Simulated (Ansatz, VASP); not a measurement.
# One calculation of Pb, two programs

File INCAR:

```
SYSTEM = Pb
PREC = Accurate
ENCUT = 520
EDIFF = 1E-7
ISMEAR = 0
SIGMA = 0.15
LREAL = .FALSE.
LASPH = .TRUE.
NELM = 80
ALGO = Fast
ISIF = 2
LWAVE = .FALSE.
LCHARG = .FALSE.
GGA = PS
NBANDS = 13
```

KPOINTS

```
Automatic mesh
0
G
  18 18 18
  0 0 0
```

Contents of POSCAR:

```
Pb
1.0
    0.0000000000      2.3925676403      2.6318244044
    2.3925676403      0.0000000000      2.6318244044
    2.3925676403      2.3925676403      0.0000000000
Pb
1
Direct
    0.0000000000      0.0000000000      0.0000000000
```

Input for Ansatz:

```yaml
crystal:
  lattice:
    - [0.0, 2.3925676403, 2.6318244044]
    - [2.3925676403, 0.0, 2.6318244044]
    - [2.3925676403, 2.3925676403, 0.0]
  atoms:
    - { symbol: Pb, position: [0.0, 0.0, 0.0] }
basis:
  ecutwfc: 420
kpoints:
  mp_grid: { grid: [18, 18, 18] }
hamiltonian:
  xc: pbesol
scf:
  occupations: { method: gaussian, width: 0.15 }
output:
  forces: true
  stress: true
  eigenvalues: true
```

Alike in both runs: task single point; functional PBEsol; k mesh 18 × 18 × 18; occupations gaussian, width 0.15 eV; no spin polarisation.

|  | VASP | Ansatz |
| --- | --- | --- |
| version | VASP 6.6.1 | Ansatz 0.2.0 |
| potentials or method | VASP PAW PBE potentials, release 64 (Pb_d), cutoff 520 eV | scalar-relativistic, plane waves, PAW |
| valence electrons in the cell | 14 | 14 |

```csv
,VASP,Ansatz,Ansatz less VASP
gap on the k mesh at the Fermi level (eV),none,none,-
pressure (GPa),-0.1,-0.1,+0.06
"traceless stress, the component that is largest in VASP (GPa)",-0.98,-0.98,+0.001
```

VASP's potentials were made for PBE, not for PBEsol. A gap of «none» marks a metal or a gap that the smearing closes.

Spin-orbit coupling is off throughout.
